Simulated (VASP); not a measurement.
# Fe (P6_3/mmc) in VASP: notebook, part 2 of 2

VASP 6.6.1.

**3. Single point, PBE, collinear spin, ferromagnetic start (volume scaled by 0.96)**

INCAR reads:

```
PREC = Accurate ; ENCUT = 520
EDIFF = 1E-6 ; ISMEAR = -1
SIGMA = 0.05 ; LREAL = False
LASPH = True ; NELM = 150
ALGO = Normal ; ISIF = 2
LWAVE = False ; LCHARG = True
ISPIN = 2 ; MAGMOM = 2.579 2.579
LORBIT = 11 ; LMAXMIX = 4
GGA = PE ; LELF = True
LVHAR = True ; NBANDS = 19
```

KPOINTS reads:

```
Automatic mesh
0
Gamma
  16 16 8
```

POSCAR reads:

```
Fe
1.0
    2.4836307218      0.0000000000      0.0000000000
   -1.2418153609      2.1508872987      0.0000000000
    0.0000000000      0.0000000000      4.3154168948
Fe
2
Direct
    0.3333333333      0.6666666667      0.2500000000
    0.6666666667      0.3333333333      0.7500000000
```

Potentials or basis: VASP PAW PBE potentials, release 64 (Fe).

Launch:

```console
$ cat potpaw_PBE.64/Fe/POTCAR > POTCAR
$ mpirun -np 1 vasp_std > vasp.out
```

OUTCAR:

```text
PREC = Accurate
   ENCUT = 520
   EDIFF = 1E-6
   ISMEAR = -1
   LREAL = False
   LASPH = True
   NELM = 150
   ISIF = 2
   ISPIN = 2
   LORBIT = 11
   GGA = PE

 ion  position               nearest neighbor table
   1  0.333  0.667  0.250-   2 2.59   2 2.59   2 2.59   2 2.59   2 2.59   2 2.59
   2  0.667  0.333  0.750-   1 2.59   1 2.59   1 2.59   1 2.59   1 2.59   1 2.59

  LATTYP: Found a hexagonal cell.
 ALAT       =     2.4836307218
 C/A-ratio  =     1.7375436924

  Lattice vectors:

 A1 = (   2.4836307218,   0.0000000000,   0.0000000000)
 A2 = (  -1.2418153609,   2.1508872987,   0.0000000000)
 A3 = (   0.0000000000,   0.0000000000,   4.3154168948)

Analysis of symmetry for initial positions (statically):
=====================================================================
 Subroutine PRICEL returns:
 Original cell was already a primitive cell.

 Routine SETGRP: Setting up the symmetry group for a
 hexagonal supercell.

 Subroutine GETGRP returns: Found 24 space group operations
 (whereof 12 operations were pure point group operations)
 out of a pool of 24 trial point group operations.

The static configuration has the point symmetry D_3d.
 The point group associated with its full space group is D_6h.

Analysis of symmetry for dynamics (positions and initial velocities):
=====================================================================
 Subroutine PRICEL returns:
 Original cell was already a primitive cell.

 Routine SETGRP: Setting up the symmetry group for a
 hexagonal supercell.

 Subroutine GETGRP returns: Found 24 space group operations
 (whereof 12 operations were pure point group operations)
 out of a pool of 24 trial point group operations.

The dynamic configuration has the point symmetry D_3d.
 The point group associated with its full space group is D_6h.

Analysis of structural, dynamic, and magnetic symmetry:
=====================================================================
[... 143 lines left out ...]
  energy-cutoff  :      520.00
  volume of cell :       23.05
 maximum number of plane-waves:       636
   NGX =  9   NGY =  9   NGZ = 17

 number of electron      15.9999988 magnetization       4.9953789

 Free energy of the ion-electron system (eV)
  ---------------------------------------------------
  ext. energy  EPLUGINS =         0.00000000
  ---------------------------------------------------
  free energy    TOTEN  =       -16.08028945 eV

  energy without entropy =      -16.05537293  energy(sigma->0) =      -16.06783119

 E-fermi :   5.8307     XC(G=0): -13.0114

 val. band max:        5.8276676275   @ k =   0.2500   0.1250   0.0000
 cond. band min:       5.8307646310   @ k =   0.0000   0.0000   0.3750
 fundamental gap:      0.0030970035
 Fermi energy:         5.8307385393

 spin component 1

 k-point     1 :       0.0000    0.0000    0.0000
  band No.  band energies     occupation
      1      -2.7277      1.00000
      2       0.8442      1.00000
      3       3.2200      1.00000
      4       3.5233      1.00000
      5       3.5233      1.00000
      6       3.7759      1.00000
[... 517 lines left out ...]
     18      24.1382      0.00000
     19      26.0442      0.00000

 [... further k-points ...]

 spin component 2

 k-point     1 :       0.0000    0.0000    0.0000
  band No.  band energies     occupation
      1      -2.4308      1.00000
      2       2.0639      1.00000
      3       5.2522      0.99999
      4       5.2825      0.99998
      5       5.8565      0.37382
      6       5.8565      0.37382
[... 517 lines left out ...]
     18      24.9865      0.00000
     19      26.8207      0.00000

 [... further k-points ...]
[... 5 lines left out ...]
  --------------------------------------------------------------------------------------
  -------------------------------------------------------------------------------------
  Total        1.1028765      1.1028765      1.0490942      0.0000000      0.0000000     -0.0000000
  in kB       76.6496237     76.6496237     72.9117696      0.0000000      0.0000000     -0.0000000
  external PRESSURE =      75.4036723 kB  Pullay stress =       0.0000000 kB

 VOLUME and BASIS-vectors are now :
 -----------------------------------------------------------------------------
  energy-cutoff  :      520.00
  volume of cell :       23.05
      direct lattice vectors                 reciprocal lattice vectors
     2.483630722  0.000000000  0.000000000     0.402636347  0.232462203  0.000000000
    -1.241815361  2.150887299  0.000000000     0.000000000  0.464924406  0.000000000
     0.000000000  0.000000000  4.315416895     0.000000000  0.000000000  0.231727322

 POSITION                                       TOTAL-FORCE (eV/Angst)
 -----------------------------------------------------------------------------------
     -0.00000      1.43392      1.07885         0.000000      0.000000      0.000000
      1.24182      0.71696      3.23656        -0.000000     -0.000000      0.000000
 -----------------------------------------------------------------------------------
    total drift:                               -0.000000      0.000000     -0.000000

  FREE ENERGIE OF THE ION-ELECTRON SYSTEM (eV)
  ---------------------------------------------------
  free  energy   TOTEN  =       -16.0802894463 eV

  energy  without entropy=      -16.0553729339  energy(sigma->0) =      -16.06783119

 total charge

# of ion       s       p       d       tot
------------------------------------------
    1        0.492   0.521   6.240   7.253
    2        0.492   0.521   6.240   7.253
--------------------------------------------------
tot          0.983   1.043  12.479  14.505

 magnetization (x)

# of ion       s       p       d       tot
------------------------------------------
    1       -0.016  -0.032   2.527   2.479
    2       -0.016  -0.032   2.527   2.479
--------------------------------------------------
tot         -0.032  -0.064   5.053   4.957
```

It took 65 s on 1 thread of Intel Xeon 6975P-C (Granite Rapids), shared host; peak memory 0.2 GiB.

What came out:

| Item | Value |
| --- | --- |
| Free energy | -16.0803 eV |
| Pressure | 7.5 GPa |
| Net moment | 5.00 μB per cell |
| Site moments | Fe +2.48 μB |
| Valence electrons inside the program's atomic spheres | Fe 7.25 |

Levels at points of the mesh, in eV from the Fermi level:
Spin up:
```tsv
k point	band 8	band 9	band 10	band 11	band 12	band 13
(0.00, 0.00, 0.00)	-1.48	-1.48	-0.76	-0.59	-0.59	5.66
(0.50, 0.00, 0.00)	-0.48	-0.11	-0.01	1.76	3.79	9.10
(0.00, 0.00, 0.50)	-2.32	-0.89	-0.89	-0.89	-0.89	13.00
(0.50, 0.00, 0.50)	-0.67	-0.06	-0.06	1.77	1.77	7.59
```
Spin down:
```tsv
k point	band 2	band 3	band 4	band 5	band 6	band 7	band 8	band 9	band 10	band 11
(0.00, 0.00, 0.00)	-3.77	-0.58	-0.55	0.03	0.03	0.34	0.34	1.34	1.34	2.37
(0.50, 0.00, 0.00)	-2.93	-2.51	-1.02	-0.28	0.00	0.31	2.51	2.55	2.67	3.51
(0.00, 0.00, 0.50)	-6.22	-1.10	-1.10	0.05	0.05	0.05	0.05	2.01	2.01	2.01
(0.50, 0.00, 0.50)	-3.30	-1.74	-1.74	0.97	0.97	1.29	1.29	2.62	2.62	3.01
```

Caveat: the cell differs from its parent crystal (volume scaled by 0.96).

**4. Single point, PBE, collinear spin, ferromagnetic start**

This run uses another cell than the first one, of 12.01 Å³/atom, 1.087 times its volume.

INCAR reads:

```
SYSTEM = Fe
ALGO     = Normal         ! electronic algorithm
EDIFF    = 1E-6           ! SCF threshold, eV
ENCUT    = 520            ! plane-wave cutoff, eV
GGA      = PE             ! functional
ISIF     = 2              ! what is computed and relaxed
ISMEAR   = -1             ! smearing method
ISPIN    = 2              ! spin polarisation
LASPH    = .TRUE.         ! aspherical terms in the spheres
LCHARG   = .FALSE.        ! write CHGCAR
LMAXMIX  = 4              ! l up to which the mixer works
LORBIT   = 11             ! projections on sites
LREAL    = .FALSE.        ! projectors in reciprocal space
LWAVE    = .FALSE.        ! write WAVECAR
MAGMOM   = 2.579 2.579    ! initial moments
NBANDS   = 19             ! bands
NELM     = 150            ! most SCF steps
PREC     = Accurate       ! precision mode
SIGMA    = 0.05           ! smearing width, eV
```

KPOINTS reads:

```
k-points
0
G
  16 16 8
  0 0 0
```

POSCAR reads:

```
Fe
1.0
    2.5176572888      0.0000000000      0.0000000000
   -1.2588286444      2.1803551701      0.0000000000
    0.0000000000      0.0000000000      4.3745395415
Fe
2
Direct
    0.3333333333      0.6666666667      0.2500000000
    0.6666666667      0.3333333333      0.7500000000
```

Launch:

```console
$ cat potpaw_PBE.64/Fe/POTCAR > POTCAR
$ mpirun -np 1 vasp_std > vasp.out
```

It took 72 s on 1 thread of Intel Xeon 6975P-C (Granite Rapids), shared host; peak memory 0.21 GiB.

It converged, with:

```yaml
Free_energy: -16.1055 eV
Pressure: 0.6 GPa
Net_moment: 5.15 μB per cell
Site_moments: Fe +2.56 μB
Valence_electrons_inside_the_program's_atomic_spheres: Fe 7.17
```

Stress tensor (GPa, compression positive):
```
0.76 0.00 0.00
0.00 0.76 0.00
0.00 0.00 0.41
```

Levels at points of the mesh, in eV from the Fermi level:
Spin up:
| k point | band 7 | band 8 | band 9 | band 10 | band 11 | band 12 | band 13 | band 14 | band 15 | band 16 |
| --- | --- | --- | --- | --- | --- | --- | --- | --- | --- | --- |
| (0.00, 0.00, 0.00) | -2.10 | -1.57 | -1.57 | -0.77 | -0.73 | -0.73 | 5.25 | 21.57 | 21.74 | 24.16 |
| (0.50, 0.00, 0.00) | -2.02 | -0.63 | -0.28 | -0.18 | 1.57 | 3.51 | 8.75 | 9.37 | 11.69 | 12.84 |
| (0.00, 0.00, 0.50) | -2.35 | -2.35 | -1.01 | -1.01 | -1.01 | -1.01 | 12.51 | 12.51 | 22.19 | 22.19 |
| (0.50, 0.00, 0.50) | -0.78 | -0.78 | -0.23 | -0.23 | 1.63 | 1.63 | 7.15 | 7.15 | 17.20 | 17.20 |
Spin down:
| k point | band 1 | band 2 | band 3 | band 4 | band 5 | band 6 | band 7 | band 8 | band 9 | band 10 |
| --- | --- | --- | --- | --- | --- | --- | --- | --- | --- | --- |
| (0.00, 0.00, 0.00) | -8.11 | -3.63 | -0.58 | -0.51 | 0.08 | 0.08 | 0.37 | 0.37 | 1.33 | 1.33 |
| (0.50, 0.00, 0.00) | -3.05 | -2.76 | -2.34 | -1.01 | -0.22 | 0.02 | 0.35 | 2.43 | 2.47 | 2.58 |
| (0.00, 0.00, 0.50) | -6.12 | -6.12 | -1.02 | -1.02 | 0.10 | 0.10 | 0.10 | 0.10 | 1.95 | 1.95 |
| (0.50, 0.00, 0.50) | -3.13 | -3.13 | -1.62 | -1.62 | 0.92 | 0.92 | 1.27 | 1.27 | 2.53 | 2.53 |

**5. Single point, PBE, collinear spin, ferromagnetic start (volume scaled by 1.04)**

INCAR reads:

```
ALGO = Normal
EDIFF = 1E-6
ENCUT = 520
GGA = PE
ISIF = 2
ISMEAR = -1
ISPIN = 2
LASPH = True
LCHARG = False
LMAXMIX = 4
LORBIT = 11
LREAL = False
LWAVE = False
MAGMOM = 2.579 2.579
NBANDS = 19
NELM = 150
PREC = Accurate
SIGMA = 0.05
```

KPOINTS reads:

```
k-points
0
Gamma
  16 16 8
```

POSCAR reads:

```
Fe
1.0
    2.5507881577      0.0000000000      0.0000000000
   -1.2753940789      2.2090473442      0.0000000000
    0.0000000000      0.0000000000      4.4321058739
Fe
2
Direct
    0.3333333333      0.6666666667      0.2500000000
    0.6666666667      0.3333333333      0.7500000000
```

Launch:

```console
$ cat potpaw_PBE.64/Fe/POTCAR > POTCAR
$ mpirun -np 1 vasp_std > vasp.out
```

Run time: 77 s. Hardware: 1 thread of Intel Xeon 6975P-C (Granite Rapids), shared host; peak memory 0.22 GiB.

Results (log left out):

```
Free energy                                           : -16.0887 eV
Pressure                                              : -5.9 GPa
Net moment                                            : 5.18 μB per cell
Site moments                                          : Fe +2.59 μB
Valence electrons inside the program's atomic spheres : Fe 7.10
```

Stress tensor (GPa, compression positive):
```
-6.13  0.00  0.00
 0.00 -6.13  0.00
 0.00  0.00 -5.57
```

Levels at points of the mesh, in eV from the Fermi level:
Spin up:
| k point | band 7 | band 8 | band 9 | band 10 | band 11 | band 12 | band 13 | band 14 | band 15 | band 16 |
| --- | --- | --- | --- | --- | --- | --- | --- | --- | --- | --- |
| (0.00, 0.00, 0.00) | -2.13 | -1.64 | -1.64 | -0.85 | -0.85 | -0.76 | 4.88 | 21.19 | 21.27 | 23.68 |
| (0.50, 0.00, 0.00) | -2.03 | -0.76 | -0.41 | -0.32 | 1.41 | 3.27 | 8.44 | 8.98 | 11.32 | 12.29 |
| (0.00, 0.00, 0.50) | -2.36 | -2.36 | -1.11 | -1.11 | -1.11 | -1.11 | 12.07 | 12.07 | 21.80 | 21.80 |
| (0.50, 0.00, 0.50) | -0.87 | -0.87 | -0.36 | -0.36 | 1.52 | 1.52 | 6.76 | 6.76 | 16.74 | 16.74 |
Spin down:
```csv
k point,band 3,band 4,band 5,band 6,band 7,band 8
"(0.00, 0.00, 0.00)",-0.61,-0.48,0.09,0.09,0.36,0.36
"(0.50, 0.00, 0.00)",-2.20,-1.01,-0.19,0.02,0.37,2.33
"(0.00, 0.00, 0.50)",-0.97,-0.97,0.11,0.11,0.11,0.11
"(0.50, 0.00, 0.50)",-1.53,-1.53,0.85,0.85,1.24,1.24
```

Caveat: the cell differs from its parent crystal (volume scaled by 1.04).

**6. Summary**

| cell | gap on the mesh (eV) | pressure (GPa) | moment (μB) |
| --- | --- | --- | --- |
| a = 2.449, b = 2.449, c = 4.255 Å, angles 90.0, 90.0, 120.0°, 2 atoms | none | 1.4 | 3.50 |
| a = 2.484, b = 2.484, c = 4.315 Å, angles 90.0, 90.0, 120.0°, 2 atoms | none | 7.5 | 5.00 |
| a = 2.518, b = 2.518, c = 4.375 Å, angles 90.0, 90.0, 120.0°, 2 atoms | none | 0.6 | 5.15 |
| a = 2.551, b = 2.551, c = 4.432 Å, angles 90.0, 90.0, 120.0°, 2 atoms | none | -5.9 | 5.18 |

Alike in all rows: task single point; level PBE; potentials or basis VASP PAW PBE potentials, release 64 (Fe); spin collinear, ferromagnetic start; k mesh 16 × 16 × 8; cutoff (eV) 520; smearing fermi-dirac 0.05 eV.

Absolute energies hang on the potentials; compare differences alone.
